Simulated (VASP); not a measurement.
# LiP16 (a cell with a defect) in VASP: further runs, part 2 of 2

VASP 6.6.1.

## Step 3: Single point, LDA, collinear spin, zero start

File INCAR:

```
  PREC = Accurate
  ENCUT = 520
  EDIFF = 1E-6
  ISMEAR = -1
  SIGMA = 0.05
  LREAL = Auto
  LASPH = True
  NELM = 150
  ALGO = Normal
  ISIF = 2
  LWAVE = False
  LCHARG = False
  ISPIN = 2
  MAGMOM = 0 0 0 0 0 0 0 0 0 0 0 0 0 0 0 0 0
  LORBIT = 11
  GGA = CA
  NBANDS = 60
```

File KPOINTS:

```
Automatic mesh
0
Gamma
  2 2 2
```

File POSCAR:

```
LiP16
1.0
    1.6560500000      5.2040000000      4.3500000000
    1.6560500000     -5.2040000000      4.3500000000
    6.6242000000      0.0000000000      0.0000000000
P Li
16 1
Direct
    0.6648602456      0.4286999843      0.2181355607
    0.1818763921      0.4159555619      0.0829419994
    0.8628151297      0.0635430313      0.0054421013
    0.2920334484      0.1211458619      0.1383566926
    0.6486424254      0.4354973447      0.7246714069
    0.1952950519      0.3865362125      0.6016884053
    0.8213682738      0.0791071285      0.5318595015
    0.3155814463      0.1003877491      0.6402995402
    0.1125519137      0.9738782012      0.4759693862
    0.7165835861      0.8909936553      0.3413737069
    0.3686354978      0.5366107091      0.2652395790
    0.8300639239      0.5969786049      0.3909062559
    0.1427420143      0.9298901696      0.9751857540
    0.6719525606      0.8845067497      0.8634537845
    0.3702572116      0.5725016390      0.7508164315
    0.8205256563      0.6114474472      0.8831410498
    0.3798330522      0.8193290168      0.3893124688
```

Potentials or basis: VASP PAW LDA potentials, release 64 (P, Li_sv).

On the command line:

```console
cat potpaw_LDA.64/P/POTCAR potpaw_LDA.64/Li_sv/POTCAR > POTCAR
mpirun -np 1 vasp_std > vasp.out
```

Run time: 3.6 min. Hardware: 1 thread of Intel Xeon 6975P-C (Granite Rapids), shared host; peak memory 0.41 GiB.

Results (log left out):

- Free energy: -98.3113 eV
- Largest force: 0.118 eV/Å
- Net moment: 0.00 μB per cell
- Valence electrons inside the program's atomic spheres: P 2.46, 2.47, 2.51, 2.48 (each value once); Li 2.15

Forces in eV/Å, atoms in the order of the input:
```
P   -0.007 -0.035  0.030
P    0.016  0.042  0.033
P    0.011  0.021 -0.034
P   -0.005 -0.009 -0.034
P   -0.015 -0.019  0.037
P   -0.020  0.036  0.029
P   -0.016  0.030 -0.021
P   -0.017 -0.022 -0.023
P   -0.008 -0.022  0.018
P    0.002  0.014  0.030
P   -0.011 -0.008 -0.003
P   -0.009 -0.023 -0.023
P   -0.019 -0.037  0.039
P   -0.017  0.017  0.031
P    0.008  0.040 -0.040
P   -0.006 -0.028 -0.033
Li   0.113  0.002 -0.036
```

Levels at points of the mesh, in eV from the Fermi level:
Spin up:
```
           k point  band 39  band 40  band 41  band 42  band 43  band 44
(0.00, 0.00, 0.00)    -2.15    -1.97    -1.93    -0.06     0.17     0.50
(0.50, 0.00, 0.00)    -2.42    -1.71    -1.46     0.10     0.21     0.39
(0.00, 0.50, 0.00)    -2.36    -1.68    -1.57     0.13     0.17     0.36
(0.50, 0.50, 0.00)    -1.73    -1.66    -0.61    -0.35    -0.01     0.27
(0.00, 0.00, 0.50)    -1.98    -1.77    -1.75     0.36     0.49     0.56
(0.50, 0.00, 0.50)    -2.32    -1.80    -1.63    -0.03     0.18     0.92
(0.00, 0.50, 0.50)    -2.32    -1.78    -1.76    -0.03     0.19     1.02
(0.50, 0.50, 0.50)    -2.01    -1.79    -1.55     0.13     0.16     0.22
```
Spin down:
```
           k point  band 38  band 39  band 40  band 41  band 42  band 43  band 44  band 45
(0.00, 0.00, 0.00)    -2.21    -2.15    -1.97    -1.93    -0.06     0.17     0.50     0.55
(0.50, 0.00, 0.00)    -2.48    -2.42    -1.71    -1.46     0.10     0.21     0.39     0.54
(0.00, 0.50, 0.00)    -2.48    -2.36    -1.68    -1.57     0.13     0.17     0.36     0.63
(0.50, 0.50, 0.00)    -2.07    -1.73    -1.66    -0.61    -0.35    -0.01     0.27     0.60
(0.00, 0.00, 0.50)    -2.12    -1.98    -1.77    -1.75     0.36     0.49     0.56     0.73
(0.50, 0.00, 0.50)    -2.39    -2.32    -1.80    -1.63    -0.03     0.18     0.92     1.36
(0.00, 0.50, 0.50)    -2.43    -2.32    -1.78    -1.76    -0.03     0.19     1.02     1.24
(0.50, 0.50, 0.50)    -2.06    -2.01    -1.79    -1.55     0.13     0.16     0.22     0.54
```

Caveat: the k points lie up to 0.51 Å⁻¹ apart.

## Step 4: Single point, LDA, collinear spin, zero start

File INCAR:

```
ALGO = Normal
EDIFF = 1E-6
ENCUT = 520
GGA = CA
ISIF = 2
ISMEAR = -1
ISPIN = 2
LASPH = True
LCHARG = True
LELF = True
LORBIT = 11
LREAL = Auto
LVHAR = True
LWAVE = False
MAGMOM = 0 0 0 0 0 0 0 0 0 0 0 0 0 0 0 0 0
NBANDS = 60
NELM = 150
PREC = Accurate
SIGMA = 0.05
```

File KPOINTS:

```
k-points
0
Gamma
  2 2 2
```

File POSCAR:

```
LiP16
1.0
    1.6560500000      5.2040000000      4.3500000000
    1.6560500000     -5.2040000000      4.3500000000
    6.6242000000      0.0000000000      0.0000000000
P Li
16 1
Direct
    0.6641097194      0.4255928093      0.2185414280
    0.1791309215      0.4188171244      0.0801707585
    0.8638285531      0.0614601826      0.0057094576
    0.2883078124      0.1256602336      0.1362181422
    0.6451703839      0.4352949035      0.7255261708
    0.1931926861      0.3867024863      0.6031918722
    0.8236699878      0.0758279432      0.5326597100
    0.3166188411      0.1021000095      0.6401032045
    0.1158397733      0.9715751692      0.4761319834
    0.7176017258      0.8889881593      0.3417961144
    0.3668255594      0.5310730613      0.2663732963
    0.8284254853      0.5942963538      0.3916354425
    0.1442193447      0.9298344484      0.9746407439
    0.6722507806      0.8829039320      0.8646179219
    0.3689259135      0.5765423624      0.7480257634
    0.8191560586      0.6093278495      0.8838495553
    0.3888175868      0.8323047121      0.3465739889
```

On the command line:

```console
cat potpaw_LDA.64/P/POTCAR potpaw_LDA.64/Li_sv/POTCAR > POTCAR
mpirun -np 1 vasp_std > vasp.out
```

Wall time 3.6 min (1 thread of Intel Xeon 6975P-C (Granite Rapids), shared host); peak memory 0.4 GiB.

The run converged. Its results:

```
Free energy                                           : -98.2751 eV
Largest force                                         : 0.107 eV/Å
Net moment                                            : 0.00 μB per cell
Valence electrons inside the program's atomic spheres : P 2.46, 2.48, 2.47, 2.50, 2.52, 2.51 (each value once); Li 2.15
```

Forces on the atoms (eV/Å):
```
P   -0.005 -0.031  0.024
P    0.012  0.046  0.034
P    0.011  0.019 -0.037
P   -0.006 -0.008 -0.038
P   -0.015 -0.021  0.038
P   -0.024  0.039  0.026
P   -0.010  0.031 -0.017
P   -0.015 -0.019 -0.021
P   -0.001 -0.021  0.014
P    0.011  0.022  0.033
P   -0.009 -0.008 -0.003
P   -0.007 -0.019 -0.023
P   -0.022 -0.038  0.039
P   -0.014  0.015  0.033
P   -0.004  0.033 -0.035
P   -0.005 -0.029 -0.039
Li   0.102 -0.008 -0.029
```

Levels at points of the mesh, in eV from the Fermi level:
Spin up:
```csv
k point,band 39,band 40,band 41,band 42,band 43,band 44
"(0.00, 0.00, 0.00)",-2.15,-2.00,-1.96,-0.04,0.15,0.48
"(0.50, 0.00, 0.00)",-2.40,-1.69,-1.52,0.11,0.21,0.36
"(0.00, 0.50, 0.00)",-2.35,-1.66,-1.59,0.10,0.20,0.35
"(0.50, 0.50, 0.00)",-1.74,-1.67,-0.58,-0.38,-0.03,0.27
"(0.00, 0.00, 0.50)",-1.97,-1.77,-1.76,0.36,0.51,0.54
"(0.50, 0.00, 0.50)",-2.34,-1.80,-1.64,-0.03,0.20,0.90
"(0.00, 0.50, 0.50)",-2.33,-1.78,-1.74,-0.02,0.20,0.98
"(0.50, 0.50, 0.50)",-2.01,-1.81,-1.52,0.13,0.16,0.20
```
Spin down:
```tsv
k point	band 38	band 39	band 40	band 41	band 42	band 43	band 44	band 45
(0.00, 0.00, 0.00)	-2.19	-2.15	-2.00	-1.96	-0.04	0.15	0.48	0.57
(0.50, 0.00, 0.00)	-2.49	-2.40	-1.69	-1.52	0.11	0.21	0.36	0.55
(0.00, 0.50, 0.00)	-2.48	-2.35	-1.66	-1.59	0.10	0.20	0.35	0.58
(0.50, 0.50, 0.00)	-2.11	-1.74	-1.67	-0.58	-0.38	-0.03	0.27	0.58
(0.00, 0.00, 0.50)	-2.11	-1.97	-1.77	-1.76	0.36	0.51	0.54	0.73
(0.50, 0.00, 0.50)	-2.38	-2.34	-1.80	-1.64	-0.03	0.20	0.90	1.35
(0.00, 0.50, 0.50)	-2.41	-2.33	-1.78	-1.74	-0.02	0.20	0.98	1.27
(0.50, 0.50, 0.50)	-2.05	-2.01	-1.81	-1.52	0.13	0.16	0.20	0.56
```

Caveat: the k points lie up to 0.51 Å⁻¹ apart.

## Step 5: Summary

| cell | gap on the mesh (eV) | moment (μB) | largest force (eV/Å) |
| --- | --- | --- | --- |
| as given, atomic positions A | none | 0.00 | 0.05 |
| as given, atomic positions B | none | 0.00 | 0.12 |
| as given, atomic positions C | none | 0.00 | 0.11 |

Alike in all rows: task single point; level LDA; potentials or basis VASP PAW LDA potentials, release 64 (P, Li_sv); spin collinear, zero start; k mesh 2 × 2 × 2; cutoff (eV) 520; smearing fermi-dirac 0.05 eV.

Caveats: all runs use coarse meshes.

Total energies depend on the potentials used, so only differences within one code and one set of settings carry meaning.
